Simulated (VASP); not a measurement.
Crystal: Ti3Si2.

```
Ti Si
1.0
     4.45183    0.00000    0.00000
     0.00000    4.45183    0.00000
     0.00000    0.00000    4.45183
Ti Si
3 2
Direct
  0.00000 0.50000 0.50000
  0.50000 0.00000 0.50000
  0.50000 0.50000 0.00000
  0.50000 0.50000 0.50000
  0.00000 0.00000 0.00000
```

| Quantity | Value |
| --- | --- |
| Program | VASP 6.6.1 |
| Task | relaxation of cell and atoms |
| Functional | PBE |
| Potentials or basis | VASP PAW PBE potentials, release 64 (Ti_sv, Si) |
| Cutoff | 600 eV |
| k mesh | 4 × 4 × 4 |
| Occupations | gaussian, width 0.1 eV |
| Spin | no spin polarisation |

At the start: pressure 7.0 GPa; volume 17.65 Å³/atom.

Q: Where does the relaxation end?

A: Over 3 steps the energy falls by 25.3 meV/atom and the volume is 18.88 Å³/atom (+7.0 %); space group Pm-3m (No. 221, to 0.05 Å).

Step by step:
```
step  energy change (eV)  largest force (eV/Å)  pressure (GPa)  volume (Å³)
   1              0.0000                0.0000            7.00        88.23
   2             -0.0786                0.0000           -3.84        98.44
   3             -0.1263                0.0000            0.01        94.38
```

Final structure:
```yaml
crystal:
  lattice:
    - [4.55288, 0.00000, 0.00000]
    - [0.00000, 4.55288, 0.00000]
    - [0.00000, 0.00000, 4.55288]
  atoms:
    - { symbol: Ti, position: [0.00000, 0.50000, 0.50000] }
    - { symbol: Ti, position: [0.50000, 0.00000, 0.50000] }
    - { symbol: Ti, position: [0.50000, 0.50000, 0.00000] }
    - { symbol: Si, position: [0.50000, 0.50000, 0.50000] }
    - { symbol: Si, position: [0.00000, 0.00000, 0.00000] }
```
